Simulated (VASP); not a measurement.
# Si16Ge (a cell with a defect) in VASP: further runs

The runs below take Si16Ge (a cell with a defect) through single point, with PBE.

Everything below comes from runs of VASP 6.6.1. Logs are shortened: lines on timing, memory, paths and dates and some standing lists are left out, and cuts for length are marked.

## Step 1: The cell of the first run

The cell holds a defect, 17 atoms: a = 7.679 Å, b = 7.679 Å, c = 7.679 Å, α = 60.00°, β = 60.00°, γ = 60.00°.

## Step 2: Single point, PBE

The input, INCAR:

```
  PREC = Accurate
  ENCUT = 520
  EDIFF = 1E-6
  ISMEAR = -1
  SIGMA = 0.02
  LREAL = Auto
  LASPH = T
  NELM = 60
  ALGO = Normal
  ISIF = 2
  LWAVE = F
  LCHARG = T
  GGA = PE
  LELF = T
  LVHAR = T
  NBANDS = 53
```

The input, KPOINTS:

```
Automatic mesh
0
Gamma
  2 2 2
```

The input, POSCAR:

```
Si16Ge
1.0
    0.0000000000      5.4300000000      5.4300000000
    5.4300000000      0.0000000000      5.4300000000
    5.4300000000      5.4300000000      0.0000000000
Si Ge
16 1
Direct
   -0.0180018416      0.0164732965      0.0350368324
    0.1272191529      0.1422467772      0.1434806630
    0.0136740331     -0.0134898711      0.4989226519
    0.1072007366      0.1027808471      0.6527624309
   -0.0041344383      0.5229373849     -0.0294383057
    0.1001657459      0.6416574586      0.1316758748
   -0.0199263352      0.4827624309      0.5177348066
    0.1450644567      0.6040331492      0.6120441989
    0.5303775322     -0.0027716390      0.0087569061
    0.6175322284      0.1571086556      0.1139594843
    0.4999539595     -0.0010773481      0.4816482505
    0.6457366483      0.1254604052      0.5984622468
    0.4805248619      0.5443186004     -0.0234714549
    0.5934069982      0.6606998158      0.1019521179
    0.5038029466      0.4850368324      0.4819244936
    0.6119889503      0.6348987109      0.6059668508
    0.2784898711      0.2142357274      0.7758195212
```

Potentials or basis: VASP PAW PBE potentials, release 64 (Si, Ge_d).

The run is started by

```bash
$ cat potpaw_PBE.64/Si/POTCAR potpaw_PBE.64/Ge_d/POTCAR > POTCAR
$ mpirun -np 1 vasp_std > vasp.out
```

OUTCAR:

```text
PREC = Accurate
   ENCUT = 520
   EDIFF = 1E-6
   ISMEAR = -1
   LREAL = Auto
   LASPH = T
   NELM = 60
   ISIF = 2
   GGA = PE

 ion  position               nearest neighbor table
   1  0.982  0.016  0.035-  10 2.30   6 2.36   2 2.38   4 2.42  17 2.71
   2  0.127  0.142  0.143-   3 2.24  17 2.33   1 2.38   5 2.42   9 2.53
   3  0.014  0.987  0.499-   2 2.24   4 2.29  12 2.31   8 2.40
   4  0.107  0.103  0.653-   3 2.29   7 2.38   1 2.42  11 2.48  17 2.56
   5  0.996  0.523  0.971-   8 2.26   2 2.42   6 2.42  14 2.52  17 2.78
   6  0.100  0.642  0.132-   1 2.36  13 2.40   5 2.42   7 2.43
   7  0.980  0.483  0.518-  16 2.32   4 2.38   8 2.40   6 2.43  17 3.03
   8  0.145  0.604  0.612-  15 2.25   5 2.26   3 2.40   7 2.40  17 2.46
   9  0.530  0.997  0.009-  14 2.16  10 2.23   2 2.53  12 2.58  17 2.64
  10  0.618  0.157  0.114-   9 2.23   1 2.30  11 2.32  13 2.43
  11  0.500  0.999  0.482-  16 2.28  10 2.32  12 2.44   4 2.48  17 2.79
  12  0.646  0.125  0.598-  15 2.26   3 2.31  17 2.33  11 2.44   9 2.58
  13  0.481  0.544  0.977-  14 2.22  16 2.33   6 2.40  10 2.43
  14  0.593  0.661  0.102-   9 2.16  13 2.22  15 2.41   5 2.52
  15  0.504  0.485  0.482-   8 2.25  12 2.26  16 2.40  14 2.41  17 2.72
  16  0.612  0.635  0.606-  11 2.28   7 2.32  13 2.33  15 2.40
  17  0.278  0.214  0.776-   2 2.33  12 2.33   8 2.46   4 2.56   9 2.64   1 2.71  15 2.72   5 2.78
                            11 2.79   7 3.03

  LATTYP: Found a face centered cubic cell.
 ALAT       =    10.8600000000

  Lattice vectors:

 A1 = (   0.0000000000,   5.4300000000,   5.4300000000)
 A2 = (   5.4300000000,   0.0000000000,   5.4300000000)
 A3 = (   5.4300000000,   5.4300000000,   0.0000000000)

Analysis of symmetry for initial positions (statically):
=====================================================================
 Subroutine PRICEL returns:
 Original cell was already a primitive cell.

 Routine SETGRP: Setting up the symmetry group for a
 face centered cubic supercell.

 Subroutine GETGRP returns: Found  1 space group operations
 (whereof  1 operations were pure point group operations)
 out of a pool of 48 trial point group operations.

The static configuration has the point symmetry C_1 .

Analysis of symmetry for dynamics (positions and initial velocities):
=====================================================================
 Subroutine PRICEL returns:
 Original cell was already a primitive cell.

 Routine SETGRP: Setting up the symmetry group for a
 face centered cubic supercell.

 Subroutine GETGRP returns: Found  1 space group operations
 (whereof  1 operations were pure point group operations)
 out of a pool of 48 trial point group operations.

The dynamic configuration has the point symmetry C_1 .

 Subroutine INISYM returns: Found  1 space group operations
 (whereof  1 operations are pure point group operations),
 and found     1 'primitive' translations

----------------------------------------------------------------------------------------

                                     Primitive cell

  volume of cell :     320.2060

  direct lattice vectors                    reciprocal lattice vectors
     0.000000000  5.430000000  5.430000000    -0.092081031  0.092081031  0.092081031
     5.430000000  0.000000000  5.430000000     0.092081031 -0.092081031  0.092081031
     5.430000000  5.430000000  0.000000000     0.092081031  0.092081031 -0.092081031

  length of vectors
     7.679179644  7.679179644  7.679179644     0.159489025  0.159489025  0.159489025

  position of ions in fractional coordinates (direct lattice)
     0.981998158  0.016473297  0.035036832
     0.127219153  0.142246777  0.143480663
     0.013674033  0.986510129  0.498922652
     0.107200737  0.102780847  0.652762431
     0.995865562  0.522937385  0.970561694
     0.100165746  0.641657459  0.131675875
[... 9 lines left out ...]
     0.611988950  0.634898711  0.605966851
     0.278489871  0.214235727  0.775819521

  ion indices of the primitive-cell ions
   primitive index   ion index
                 1           1
                 2           2
                 3           3
                 4           4
                 5           5
                 6           6
[... 9 lines left out ...]
                16          16
                17          17

----------------------------------------------------------------------------------------

 KPOINTS: Automatic mesh

Automatic generation of k-mesh.
 Grid dimensions read from file:
 generate k-points for:    2    2    2

 Generating k-lattice:

  Cartesian coordinates                     Fractional coordinates (reciprocal lattice)
    -0.046040516  0.046040516  0.046040516     0.500000000  0.000000000  0.000000000
     0.046040516 -0.046040516  0.046040516     0.000000000  0.500000000  0.000000000
     0.046040516  0.046040516 -0.046040516     0.000000000  0.000000000  0.500000000

  Length of vectors
     0.079744512  0.079744512  0.079744512

  Shift w.r.t. Gamma in fractional coordinates (k-lattice)
     0.000000000  0.000000000  0.000000000

 Subroutine IBZKPT returns following result:
 ===========================================

 Found      8 irreducible k-points:

 Following reciprocal coordinates:
            Coordinates               Weight
  0.000000  0.000000  0.000000      1.000000
  0.500000  0.000000  0.000000      1.000000
  0.000000  0.500000  0.000000      1.000000
  0.000000  0.000000  0.500000      1.000000
  0.500000  0.500000  0.500000      1.000000
  0.500000  0.500000  0.000000      1.000000
  0.000000  0.500000  0.500000      1.000000
  0.500000  0.000000  0.500000      1.000000
   k-points           NKPTS =      8   k-points in BZ     NKDIM =      8   number of bands    NBANDS=     53
   number of dos      NEDOS =    301   number of ions     NIONS =     17
   total plane-waves  NPLWV = 216000
   dimension x,y,z NGX =    60 NGY =   60 NGZ =   60
   dimension x,y,z NGXF=   120 NGYF=  120 NGZF=  120
   ions per type =              16   1
   NGX,Y,Z   is equivalent  to a cutoff of  12.99, 12.99, 12.99 a.u.
   NGXF,Y,Z  is equivalent  to a cutoff of  25.98, 25.98, 25.98 a.u.
 SYSTEM =  unknown system
   PREC   = accura    normal or accurate (medium, high low for compatibility)
   ISTART =      0    job   : 0-new  1-cont  2-samecut
   ICHARG =      2    charge: 1-file 2-atom 10-const
   ISPIN  =      1    spin polarized calculation?
   LNONCOLLINEAR =      F non collinear calculations
   LSORBIT =      F    spin-orbit coupling
   LASPH  =      T    aspherical Exc in radial PAW
   ENCUT  =  520.0 eV  38.22 Ry    6.18 a.u.  14.28 14.28 14.28*2*pi/ulx,y,z
   NELM   =     60;   NELMIN=  2; NELMDL= -5     # of ELM steps
   EDIFF  = 0.1E-05   stopping-criterion for ELM
   LREAL  =      T    real-space projection
   EDIFFG = 0.1E-04   stopping-criterion for IOM
   NSW    =      0    number of steps for IOM
   IBRION =     -1    ionic relax: 0-MD 1-quasi-New 2-CG
   NFREE  =      0    steps in history (QN), initial steepest desc. (CG)
   ISIF   =      2    stress and relaxation
   ISYM   =      2    0-nonsym 1-usesym 2-fastsym
   POTIM  = 0.5000    time-step for ionic-motion
   TEBEG  =    0.0;   TEEND  =   0.0 temperature during run
   PSTRESS=    0.0 pullay stress
   NELECT =      78.0000    total number of electrons
   NUPDOWN=      -1.0000    fix difference up-down
   EMIN   =  10.00;   EMAX   =-10.00  energy-range for DOS
   EFERMI =   0.00;   METHOD = LEGACY
   ISMEAR =    -1;   SIGMA  =   0.02  broadening in eV -4-tet -1-fermi 0-gaus
   EFERMI_NEDOS =   21; number of points for ismear=-14 and -15
   IALGO  =     38    algorithm
   IMIX   =      4    mixing-type and parameters
     AMIX     =   0.40;   BMIX     =  1.00
     AMIX_MAG =   1.60;   BMIX_MAG =  1.00
  volume/ion in A,a.u.               =      18.84       127.11
  Fermi-wavevector in a.u.,A,eV,Ry     =   1.022421  1.932096 14.222785  1.045345
  Thomas-Fermi vector in A             =   2.156100
   LORBIT       =      0    0 simple, 1 ext, 2 COOP (PROOUT), +10 PAW based schemes
   GGA     = PE    functional components
   LHFCALC =     F    Hartree Fock is set to
   AEXX    =    0.0000 exact exchange contribution
   IVDW    =     0    specifies the selected vdW correction
   LEPSILON=     F    determine dielectric tensor
   LRPA    =     F    only Hartree local field effects (RPA)
 non-spin polarized calculation
  energy-cutoff  :      520.00
  volume of cell :      320.21
 maximum number of plane-waves:      8646
 NGX is ok and might be reduce to    60
   NGX = 29   NGY = 29   NGZ = 29

 number of electron      78.0000000 magnetization

 Free energy of the ion-electron system (eV)
  ---------------------------------------------------
  ext. energy  EPLUGINS =         0.00000000
  ---------------------------------------------------
  free energy    TOTEN  =       -85.40331323 eV

  energy without entropy =      -85.39755372  energy(sigma->0) =      -85.40043347

 E-fermi :   6.8420     XC(G=0):  -9.7625

 val. band max:        6.8102674316   @ k =   0.5000   0.5000   0.0000
 cond. band min:       6.8726572833   @ k =   0.0000   0.5000   0.5000
 fundamental gap:      0.0623898517
 Fermi energy:         6.8419628793

 k-point     1 :       0.0000    0.0000    0.0000
  band No.  band energies     occupation
      1     -18.2481      2.00000
      2     -18.2348      2.00000
      3     -18.2302      2.00000
      4     -18.2248      2.00000
      5     -18.2191      2.00000
      6      -6.5805      2.00000
[... 43 lines left out ...]
     50       8.2300      0.00000
     51       8.9249      0.00000

 k-point     2 :       0.5000    0.0000    0.0000
  band No.  band energies     occupation
      1     -18.2481      2.00000
      2     -18.2348      2.00000
      3     -18.2302      2.00000
      4     -18.2248      2.00000
      5     -18.2191      2.00000
      6      -6.2577      2.00000
[... 316 lines left out ...]
 k-point     8 :       0.5000    0.0000    0.5000
  band No.  band energies     occupation
      1     -18.2481      2.00000
      2     -18.2348      2.00000
      3     -18.2302      2.00000
      4     -18.2248      2.00000
      5     -18.2191      2.00000
      6      -6.1691      2.00000
[... 43 lines left out ...]
     50      10.1885      0.00000
     51      10.4537      0.00000
 [bands above 51 left out]

------------------------ aborting loop because EDIFF is reached ----------------------------------------

  FORCE on cell =-STRESS in cart. coord.  units (eV):
  Direction    XX          YY          ZZ          XY          YZ          ZX
  --------------------------------------------------------------------------------------
  -------------------------------------------------------------------------------------
  Total       14.5192503     13.5625548     14.2381424      0.1974271     -0.9298008      0.1326202
  in kB       72.6482725     67.8613670     71.2417254      0.9878428     -4.6523354      0.6635759
  external PRESSURE =      70.5837883 kB  Pullay stress =       0.0000000 kB

 VOLUME and BASIS-vectors are now :
 -----------------------------------------------------------------------------
  energy-cutoff  :      520.00
  volume of cell :      320.21
      direct lattice vectors                 reciprocal lattice vectors
     0.000000000  5.430000000  5.430000000    -0.092081031  0.092081031  0.092081031
     5.430000000  0.000000000  5.430000000     0.092081031 -0.092081031  0.092081031
     5.430000000  5.430000000  0.000000000     0.092081031  0.092081031 -0.092081031

 POSITION                                       TOTAL-FORCE (eV/Angst)
 -----------------------------------------------------------------------------------
      0.27970      5.52250      5.42170        -0.740082      0.082295     -0.406249
      1.55150      1.46990      1.46320         0.267666     -0.092426      0.198006
      8.06590      2.78340      5.43100        -0.070392      0.696710     -0.821993
      4.10260      4.12660      1.14020         0.152041      0.252805      0.663839
      8.10970     10.67770      8.24710         1.946167      0.548205     -0.859710
      4.19920      1.25890      4.02810        -0.170477      0.145277     -0.308219
[... 9 lines left out ...]
      6.73790      6.61350      6.77060        -0.450918      0.142709     -0.380107
      5.37600      5.72490      2.67550        -0.451319     -0.614668     -0.554072
 -----------------------------------------------------------------------------------
    total drift:                                0.011223     -0.002458     -0.000030

  FREE ENERGIE OF THE ION-ELECTRON SYSTEM (eV)
  ---------------------------------------------------
  free  energy   TOTEN  =       -85.4033132283 eV

  energy  without entropy=      -85.3975537152  energy(sigma->0) =      -85.40043347
```

Wall time 3.9 min (1 thread of Intel Xeon Platinum 8259CL at 2.50GHz (Skylake/Cascade Lake), shared host); peak memory 0.5 GiB.

What came out:

| Property | Result |
| --- | --- |
| Free energy | -85.4033 eV |
| Pressure | 7.1 GPa |
| Largest force | 2.993 eV/Å |
| Band gap on the k mesh | zero (bands 39 and 40 overlap by 0.39 eV) |

Forces on the atoms (eV/Å):
```
Si  -0.740  0.082 -0.406
Si   0.268 -0.092  0.198
Si  -0.070  0.697 -0.822
Si   0.152  0.253  0.664
Si   1.946  0.548 -0.860
Si  -0.170  0.145 -0.308
Si  -0.560 -0.200  0.799
Si   0.596 -1.951  0.010
Si   0.425 -1.790  0.740
Si   1.044  0.195  0.675
Si   0.687 -0.400  0.091
Si  -1.117  1.117 -0.377
Si  -0.651 -0.703 -1.540
Si  -1.080  2.789 -0.132
Si   0.173 -0.217  2.200
Si  -0.451  0.143 -0.380
Ge  -0.451 -0.615 -0.554
```

Stress tensor (GPa, compression positive):
```
 7.26  0.10  0.07
 0.10  6.79 -0.47
 0.07 -0.47  7.12
```

Caveat: the k points lie up to 0.50 Å⁻¹ apart.

[end of part 1 of 2]

The gap in the log of VASP goes by the Fermi energy; the results here count the filled bands.